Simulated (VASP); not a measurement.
Runs of VASP 6.6.1 on B3C2. The structure is that of space group P6/mmm (No. 191), or close to it. The cells are those of the table. The cell was built from a structure type or drawn by symmetry, and may not be a known phase.

```csv
task,spin,cell,k mesh,cutoff (eV),gap on the mesh (eV),pressure (GPa),moment (μB),relaxed volume (Å³/atom)
relaxation of cell and atoms,off,"relaxed from a = 3.946, b = 3.946, c = 4.317 Å, angles 90.0, 90.0, 120.0°, 5 atoms",6 × 6 × 4,600,none,0.1,-,19.08
single point,off,"a = 5.064, b = 5.064, c = 4.551 Å, angles 90.0, 90.0, 120.0°, 5 atoms",12 × 12 × 10,520,none,0.0,-,-
single point,off,"a = 5.065, b = 5.065, c = 4.209 Å, angles 90.0, 90.0, 120.0°, 5 atoms",6 × 6 × 4,520,none,0.0,-,-
relaxation of cell and atoms,off,"relaxed from a = 5.064, b = 5.064, c = 4.551 Å, angles 90.0, 90.0, 120.0°, 5 atoms",12 × 12 × 8,600,none,0.0,-,20.20
single point,off,"a = 3.946, b = 3.946, c = 4.317 Å, angles 90.0, 90.0, 120.0°, 5 atoms",6 × 6 × 4,520,none,(b),-,-
single point,collinear,"a = 5.065, b = 5.065, c = 4.209 Å, angles 90.0, 90.0, 120.0°, 5 atoms",6 × 6 × 4,520,none,0.0,0.00,-
single point,collinear,"a = 3.946, b = 3.946, c = 4.317 Å, angles 90.0, 90.0, 120.0°, 5 atoms",6 × 6 × 4,600,none,(a),0.41,-
single point,off,"a = 5.064, b = 5.064, c = 4.551 Å, angles 90.0, 90.0, 120.0°, 5 atoms",12 × 12 × 8,520,none,0.0,-,-
```

Alike in all rows: level PBE; potentials or basis VASP PAW PBE potentials, release 64 (B, C); smearing gaussian 0.1 eV.

Problem. Estimate the missing entries.

Solution. (a) 161.7; (b) 161.6.

Caveats: some runs use coarse meshes; this functional lacks dispersion, which binds the layers, so the pressure and a relaxed spacing across them are unreliable; the volume moved by over 15 % at a fixed basis, so the end points are rough (at least some runs).

A gap of «none» marks levels without a gap at the run's occupations.
